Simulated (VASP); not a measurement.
Write the native input for VASP 6.6.1 that does the following.

| Item | Value |
| --- | --- |
| Task | single point |
| Functional | PBE |
| Potentials or basis | VASP PAW PBE potentials, release 64 (Na_pv, F) |
| Cutoff | 520 eV |
| k mesh | 5 × 5 × 1 |
| Occupations | gaussian, width 0.1 eV |
| Spin | no spin polarisation |
| Dipole correction | yes |
| Electric field (eV/Å) | -0.2 eV/Å |
| Further INCAR settings | ALGO = Normal; EDIFF = 1e-06; NBANDS = 30; NELMDL = -8; EFIELD = -0.2 |

The structure of NaF lies in POSCAR:

```
NaF
1.0
    3.2809754647      0.0000000000      0.0000000000
    1.6404877324      2.8414081016      0.0000000000
    0.0000000000      0.0000000000     18.6972631226
Na F
3 3
Direct
    0.0000000000      0.0000000000      0.3209025813
    0.6666666667      0.6666666667      0.4641805163
    0.3333333333      0.3333333333      0.6074584512
    0.3333333333      0.3333333333      0.3925415488
    0.0000000000      0.0000000000      0.5358194837
    0.6666666667      0.6666666667      0.6790974187
```

The input as run:

INCAR

```
SYSTEM = NaF
ALGO = Normal
DIPOL = 0.5 0.5 0.500
EDIFF = 1E-6
EFIELD = -0.2
ENCUT = 520
GGA = PE
GGA_COMPAT = .FALSE.
IDIPOL = 3
ISIF = 2
ISMEAR = 0
LASPH = .TRUE.
LCHARG = .FALSE.
LDIPOL = .TRUE.
LREAL = .FALSE.
LWAVE = .FALSE.
NBANDS = 30
NELM = 120
NELMDL = -8
PREC = Accurate
SIGMA = 0.1
```

KPOINTS

```
k-points
0
G
  5 5 1
  0 0 0
```

Potentials or basis: VASP PAW PBE potentials, release 64 (Na_pv, F).

Launch:

```sh
$ cat potpaw_PBE.64/Na_pv/POTCAR potpaw_PBE.64/F/POTCAR > POTCAR
$ mpirun -np 1 vasp_std > vasp.out
```

It gave:

```yaml
Largest_force: 1.226 eV/Å
Band_gap_on_the_k_mesh: zero (bands 21 and 22 overlap by 0.06 eV)
```

Caveat: the k points lie up to 0.44 Å⁻¹ apart.

Wall time 110 s on 1 thread of AMD EPYC 7R13, on a shared host, peak memory 0.23 GiB.
